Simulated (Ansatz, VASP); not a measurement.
**BiPt: VASP beside Ansatz**

Contents of INCAR:

```
PREC     = Accurate       # precision mode
ENCUT    = 520            # plane-wave cutoff, eV
EDIFF    = 1E-8           # SCF threshold, eV
ISMEAR   = -1             # smearing method
SIGMA    = 0.05           # smearing width, eV
LREAL    = F              # projectors in reciprocal space
LASPH    = T              # aspherical terms in the spheres
NELM     = 80             # most SCF steps
ALGO     = Normal         # electronic algorithm
ISIF     = 2              # what is computed and relaxed
LWAVE    = F              # write WAVECAR
LCHARG   = F              # write CHGCAR
LEFG     = T            
NBANDS   = 33             # bands
```

The input KPOINTS:

```
Automatic mesh
0
Gamma
  9 9 6
```

POSCAR

```
BiPt
1.0
    4.2718501640      0.0000000000      0.0000000000
   -2.1359250821      3.6995307632      0.0000000000
    0.0000000000      0.0000000000      5.4900000000
Bi Pt
2 2
Direct
    0.3333333333      0.6666666667      0.2500000000
    0.6666666667      0.3333333333      0.7500000000
    0.0000000000      0.0000000000      0.0000000000
    0.0000000000      0.0000000000      0.5000000000
```

Input for Ansatz:

```yaml
crystal:
  lattice:
    - [4.271850164, 0.0, 0.0]
    - [-2.1359250821, 3.6995307632, 0.0]
    - [0.0, 0.0, 5.49]
  atoms:
    - { symbol: Bi, position: [0.3333333333, 0.6666666667, 0.25] }
    - { symbol: Bi, position: [0.6666666667, 0.3333333333, 0.75] }
    - { symbol: Pt, position: [0.0, 0.0, 0.0] }
    - { symbol: Pt, position: [0.0, 0.0, 0.5] }
kpoints:
  mp_grid: { grid: [9, 9, 6] }
scf:
  occupations: { method: fermi_dirac, width: 0.05 }
hamiltonian:
  xc: lda
  pseudopotentials: { kind: all_electron, datasets: crystal }
output:
  forces: true
  stress: true
  eigenvalues: true
  efg: { contact_densities: true }
```

Change from the starting cell: equal xx and yy strain of -1 %, crystal datasets.

Alike in both runs: task electric field gradients; functional LDA; k mesh 9 × 9 × 6; occupations fermi-dirac, width 0.05 eV; no spin polarisation.

|  | VASP | Ansatz |
| --- | --- | --- |
| version | VASP 6.6.1 | Ansatz 0.2.0 |
| potentials or method | VASP PAW LDA potentials, release 64 (Bi_d, Pt), cutoff 520 eV | all-electron PAW with datasets made for the crystal, scalar-relativistic |

```tsv
	VASP	Ansatz	Ansatz less VASP
pressure (GPa)	2.8	2.5	-0.36
traceless stress, the component that is largest in VASP (GPa)	-1.26	-1.37	-0.119
size of Vzz on the site where it differs most (V/Å²)	162.9	106.9	-56.09
```

LDA's correlation is that of Perdew and Zunger in VASP and of Perdew and Wang (1992) in Ansatz. Ansatz ran all-electron here, and VASP with PAW potentials.

Spin-orbit coupling is off throughout.
